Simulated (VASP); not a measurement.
**BAs: single point with BLYP**

The system is BAs.

```
As B
1.0
     0.00000    2.45057    2.45057
     2.45057    0.00000    2.45057
     2.45057    2.45057    0.00000
As B
1 1
Direct
  0.75000 0.75000 0.75000
  0.00000 0.00000 0.00000
```

This cell differs from its parent crystal: volume scaled by 1.08.

- Program: VASP 6.6.1
- Task: single point
- Functional: BLYP
- Potentials or basis: VASP PAW PBE potentials, release 64 (As, B)
- Cutoff: 520 eV
- k mesh: 10 × 10 × 10
- Occupations: gaussian, width 0.02 eV
- Spin: collinear spin, ferromagnetic start
- Starting moments: [0.5, 0.0] μB

The pressure is -1.4 GPa and the band gap on the k mesh is 1.46 eV, indirect (least direct gap 3.27 eV). The net moment is 0.00 μB per cell and the valence electrons inside the program's atomic spheres are As 2.88; B 1.77.

Levels at points of the mesh, in eV from the valence-band top:
Spin up:
| k point | band 1 | band 2 | band 3 | band 4 | band 5 | band 6 | band 7 | band 8 |
| --- | --- | --- | --- | --- | --- | --- | --- | --- |
| (0.00, 0.00, 0.00) | -14.63 | 0.00 | 0.00 | 0.00 | 3.27 | 3.27 | 3.27 | 3.71 |
| (0.50, 0.00, 0.00) | -12.09 | -8.11 | -1.67 | -1.67 | 2.34 | 4.82 | 4.82 | 8.90 |
| (0.50, 0.50, 0.00) | -10.92 | -8.01 | -3.70 | -3.70 | 1.74 | 1.74 | 10.58 | 10.58 |
Spin down:
| k point | band 1 | band 2 | band 3 | band 4 | band 5 | band 6 | band 7 | band 8 |
| --- | --- | --- | --- | --- | --- | --- | --- | --- |
| (0.00, 0.00, 0.00) | -14.63 | 0.00 | 0.00 | 0.00 | 3.27 | 3.27 | 3.27 | 3.71 |
| (0.50, 0.00, 0.00) | -12.09 | -8.11 | -1.67 | -1.67 | 2.34 | 4.82 | 4.82 | 8.90 |
| (0.50, 0.50, 0.00) | -10.92 | -8.01 | -3.70 | -3.70 | 1.74 | 1.74 | 10.58 | 10.58 |

It took 60 s on 1 thread of Intel(R) Xeon(R) Platinum 8259CL CPU @ 2.50GHz (Skylake/Cascade Lake), with other jobs on the host, peak memory 0.18 GiB.

Caveat: the PAW data sets were made with another functional, which shifts forces and pressure a little. A k mesh can miss the band edges.
